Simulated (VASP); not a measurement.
Set up this calculation in VASP 6.6.1, as the native input.

* Task: single point
* Functional: PBEsol
* Potentials or basis: VASP PAW PBE potentials, release 64 (B, P)
* Cutoff: 520 eV
* k mesh: 12 × 12 × 12
* Occupations: fermi-dirac, width 0.08 eV
* Spin: no spin polarisation
* Dipole correction: no
* Further INCAR settings: ALGO = Normal; EDIFF = 1e-06; NBANDS = 11

The structure of BP lies in POSCAR:

```
BP
1.0
    2.2600718588      2.2600718588      0.0000000000
   -2.2600718588      2.2600718588      0.0000000000
    0.0000000000      2.2600718588      2.2600718588
B P
1 1
Direct
    0.0000000000      0.0000000000      0.0000000000
    0.7500000000      0.2500000000      0.5000000000
```

These files were run (other wordings do the same):

INCAR

```
  PREC = Accurate
  ENCUT = 520
  EDIFF = 1E-6
  ISMEAR = -1
  SIGMA = 0.08
  LREAL = F
  LASPH = T
  NELM = 60
  ALGO = Normal
  ISIF = 2
  LWAVE = F
  LCHARG = F
  GGA = PS
  NBANDS = 11
```

KPOINTS

```
Automatic mesh
0
Gamma
  12 12 12
```

Potentials or basis: VASP PAW PBE potentials, release 64 (B, P).

The run is started by

```bash
$ cat potpaw_PBE.64/B/POTCAR potpaw_PBE.64/P/POTCAR > POTCAR
$ mpirun -np 1 vasp_std > vasp.out
```

It gave:

```yaml
Pressure: 0.1 GPa
Band_gap_on_the_k_mesh: 1.11 eV, indirect (least direct gap 3.37 eV)
```

Caveat: the PAW data sets were made with another functional, which shifts forces and pressure a little.

Run time: 6.7 s on 1 thread of Intel(R) Xeon(R) Platinum 8488C (Sapphire Rapids), with other jobs on the host, peak memory 0.14 GiB.
